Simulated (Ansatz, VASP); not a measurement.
## Two plane-wave programs on BN

The input POSCAR:

```
BN
1.0
    0.0000000000      1.8130010000      1.8130010000
    1.8130010000      0.0000000000      1.8130010000
    1.8130010000      1.8130010000      0.0000000000
B N
1 1
Direct
    0.0000000000      0.0000000000      0.0000000000
    0.7858256313      0.7380581229      0.7380581229
```

INCAR.step1

```
SYSTEM = BN
  ALGO = Normal
  EDIFF = 1E-4
  ENCUT = 520
  GGA = PE
  ISMEAR = 0
  LASPH = .True.
  LCHARG = .False.
  LREAL = .False.
  LWAVE = .True.
  NBANDS = 11
  NELM = 100
  PREC = Accurate
  SIGMA = 0.05
```

Contents of INCAR.step2:

```
SYSTEM = BN
  ALGO = Normal
  EDIFF = 1E-6
  ENCUT = 520
  ISIF = 2
  ISMEAR = 0
  ISTART = 1
  LASPH = .True.
  LCHARG = .True.
  LELF = .True.
  LMIXTAU = .True.
  LREAL = .False.
  LVHAR = .True.
  LWAVE = .False.
  METAGGA = R2SCAN
  NBANDS = 11
  NELM = 100
  PREC = Accurate
  SIGMA = 0.05
```

KPOINTS

```
k-points
0
Gamma
  12 12 12
  0 0 0
```

Input for Ansatz:

```yaml
crystal:
  lattice:
    - [0.0, 1.813001, 1.813001]
    - [1.813001, 0.0, 1.813001]
    - [1.813001, 1.813001, 0.0]
  atoms:
    - { symbol: B, position: [0.0, 0.0, 0.0] }
    - { symbol: "N", position: [0.7858256313, 0.7380581229, 0.7380581229] }
basis:
  ecutwfc: 500
kpoints:
  mp_grid: { grid: [12, 12, 12] }
hamiltonian:
  xc: r2scan
scf:
  occupations: { method: gaussian, width: 0.05 }
output:
  forces: true
  stress: true
  eigenvalues: true
```

Change from the starting cell: all N atoms moved -0.075 Å, as atom 2 towards its neighbour atom 1 (B) at 1.570 Å.

Alike in both runs: task single point; functional r2SCAN; k mesh 12 × 12 × 12; occupations gaussian, width 0.05 eV; no spin polarisation.

|  | VASP | Ansatz |
| --- | --- | --- |
| version | VASP 6.6.1 | Ansatz 0.2.0 |
| potentials or method | VASP PAW PBE potentials, release 64 (B, N), cutoff 520 eV | scalar-relativistic, plane waves, PAW |
| valence electrons in the cell | 8 | 8 |

Ansatz gave:

```
gap on the k mesh at the Fermi level (eV)                     : 4.23
least direct gap on the mesh (eV)                             : 8.32
pressure (GPa)                                                : -3.7
traceless stress, the component that is largest in VASP (GPa) : -1.05
rms of the force components (eV/Å)                            : 0.850
```

Question: Estimate VASP's values.

Answer: gap on the k mesh at the Fermi level (eV): 4.21; least direct gap on the mesh (eV): 8.31; pressure (GPa): -2.7; traceless stress, the component that is largest in VASP (GPa): -0.89; rms of the force components (eV/Å): 0.852.

VASP's potentials were made for PBE, not for r2SCAN. Atom by atom the forces differ by 0.003 eV/Å (rms over components).
